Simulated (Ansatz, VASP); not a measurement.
One calculation of V, two programs

```
CELL_PARAMETERS angstrom
2.57359 0.00000 0.00000
-1.28679 2.22879 0.00000
0.00000 0.00000 4.64143
ATOMIC_POSITIONS crystal
V 0.33333 0.66667 0.25000
V 0.66667 0.33333 0.75000
```

Alike in both runs: functional PBEsol; k mesh 24 × 24 × 12; occupations gaussian, width 0.1 eV; no spin polarisation.

Ansatz relaxed the structure, and its values are those at the end. VASP's run is a single point on that final structure, the one shown.

|  | VASP | Ansatz |
| --- | --- | --- |
| version | VASP 6.6.1 | Ansatz 0.2.0 |
| potentials or method | VASP PAW PBE potentials, release 64 (V_sv), cutoff 520 eV | scalar-relativistic, plane waves, PAW |
| valence electrons in the cell | 26 | 26 |

Ansatz gave:

| Item | Value |
| --- | --- |
| gap on the k mesh at the Fermi level (eV) | none |
| pressure (GPa) | 0.0 |

Problem. Estimate VASP's values.

Solution. gap on the k mesh at the Fermi level (eV): none; pressure (GPa): 0.3.

VASP's potentials were made for PBE, not for PBEsol. A gap of «none» marks a metal or a gap that the smearing closes.
